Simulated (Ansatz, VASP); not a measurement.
Ag: VASP beside Ansatz

File POSCAR:

```
Ag
1.0
    3.2685352936      0.0000000000      0.0000000000
    0.0000000000      3.2685352936      0.0000000000
    0.2941681764      0.0000000000      3.2685352936
Ag
2
Direct
    0.0000000000      0.0000000000      0.0000000000
    0.5000000000      0.5000000000      0.5000000000
```

INCAR.step1

```
PREC = Accurate ; ENCUT = 520
ISMEAR = 0 ; SIGMA = 0.1
LREAL = False ; LASPH = True
NELM = 60 ; NBANDS = 18
GGA = PE ; ALGO = Normal
EDIFF = 1E-4 ; LWAVE = True
LCHARG = False
```

The input INCAR.step2:

```
PREC = Accurate ; ENCUT = 520
EDIFF = 1E-7 ; ISMEAR = 0
SIGMA = 0.1 ; LREAL = False
LASPH = True ; NELM = 60
ALGO = Normal ; ISIF = 2
LWAVE = False ; LCHARG = False
METAGGA = R2SCAN ; LMIXTAU = True
NBANDS = 18 ; ISTART = 1
```

KPOINTS

```
regular mesh
0
Gamma
  16 16 16
```

Input for Ansatz:

```yaml
crystal:
  lattice:
    - [3.2685352936, 0.0, 0.0]
    - [0.0, 3.2685352936, 0.0]
    - [0.2941681764, 0.0, 3.2685352936]
  atoms:
    - { symbol: Ag, position: [0.0, 0.0, 0.0] }
    - { symbol: Ag, position: [0.5, 0.5, 0.5] }
basis:
  ecutwfc: 500
kpoints:
  mp_grid: { grid: [16, 16, 16] }
hamiltonian:
  xc: r2scan
scf:
  occupations: { method: gaussian, width: 0.1 }
output:
  forces: true
  stress: true
  eigenvalues: true
```

Change from the starting cell: shear of c along a, cell held, atoms relaxed: +9.0 %.

Alike in both runs: task single point; functional r2SCAN; k mesh 16 × 16 × 16; occupations gaussian, width 0.1 eV; no spin polarisation.

```csv
,VASP,Ansatz
version,VASP 6.6.1,Ansatz 0.2.0
potentials or method,"VASP PAW PBE potentials, release 64 (Ag), cutoff 520 eV","scalar-relativistic, plane waves, PAW"
valence electrons in the cell,22,38
```

|  | VASP | Ansatz | Ansatz less VASP |
| --- | --- | --- | --- |
| gap on the k mesh at the Fermi level (eV) | none | none | - |
| pressure (GPa) | 0.7 | 0.5 | -0.15 |
| traceless stress, the component that is largest in VASP (GPa) | -5.13 | -5.03 | +0.094 |

VASP's potentials were made for PBE, not for r2SCAN. A gap of «none» marks a metal or a gap that the smearing closes. With one functional, cell and mesh, what is left measures potentials, basis and numerics. VASP's potentials hold 22 valence electrons a cell and Ansatz's 38, so a difference there can come from the potentials and not from the codes.
